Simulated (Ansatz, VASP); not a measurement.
**Two plane-wave programs on LiHf2O2**

The input INCAR:

```
PREC = Accurate ; ENCUT = 600
EDIFF = 1E-7 ; ISMEAR = 0
SIGMA = 0.1 ; LREAL = F
LASPH = T ; NELM = 60
ALGO = Normal ; ISIF = 3
LWAVE = F ; LCHARG = F
GGA = PE ; IBRION = 2
NSW = 90 ; EDIFFG = -0.04
```

File KPOINTS:

```
Automatic mesh
0
Gamma
  6 6 4
```

Contents of POSCAR:

```
LiHf2O2
1.0
    3.8769357900      0.0000000000      0.0000000000
   -1.9384678900      3.3575248800      0.0000000000
    0.0000000000      0.0000000000      6.4352393700
Li Hf O
1 2 2
Direct
    0.0000000000      0.0000000000      0.0000000000
    0.6666666700      0.3333333300      0.3717364700
    0.3333333300      0.6666666700      0.6282635300
    0.3333333300      0.6666666700      0.2578401600
    0.6666666700      0.3333333300      0.7421598400
```

Input for Ansatz:

```yaml
crystal:
  lattice:
    - [3.87693579, 0.0, 0.0]
    - [-1.93846789, 3.35752488, 0.0]
    - [0.0, 0.0, 6.43523937]
  atoms:
    - { symbol: Li, position: [0.0, 0.0, 0.0] }
    - { symbol: Hf, position: [0.66666667, 0.33333333, 0.37173647] }
    - { symbol: Hf, position: [0.33333333, 0.66666667, 0.62826353] }
    - { symbol: O, position: [0.33333333, 0.66666667, 0.25784016] }
    - { symbol: O, position: [0.66666667, 0.33333333, 0.74215984] }
basis:
  ecutwfc: 420
kpoints:
  mp_grid: { grid: [6, 6, 4] }
hamiltonian:
  xc: pbe
scf:
  occupations: { method: gaussian, width: 0.1 }
  lower_state_search: "off"
output:
  forces: true
  stress: true
  eigenvalues: true
relax:
  adjacent_minimum: "off"
  f_tol: 0.04
  max_steps: 70
  cell: { stress_tol: 0.4 }
```

Change from the starting cell: species swapped into the SrMg2Sb2 type (P-3m1, No. 164).

Alike in both runs: task relaxation of cell and atoms; functional PBE; k mesh 6 × 6 × 4; occupations gaussian, width 0.1 eV; no spin polarisation.

|  | VASP | Ansatz |
| --- | --- | --- |
| version | VASP 6.6.1 | Ansatz 0.2.0 |
| potentials or method | VASP PAW PBE potentials, release 64 (Li_sv, Hf_pv, O), cutoff 600 eV | scalar-relativistic, plane waves, PAW |
| valence electrons in the cell | 35 | 67 |

```csv
,VASP,Ansatz,Ansatz less VASP
"gap on the k mesh at the Fermi level, each at its own relaxed structure (eV)",none,none,-
relaxed volume (Å³/atom),16.21,16.54,+0.331
relaxed cell length with the largest relative difference (Å),7.948,8.086,+0.1381
```

A gap of «none» marks a metal or a gap that the smearing closes. VASP's potentials hold 35 valence electrons a cell and Ansatz's 67, so a difference there can come from the potentials and not from the codes.

Spin-orbit coupling is off throughout. Noted on VASP's run: the cutoff is short for stress, so the pressure is rough.
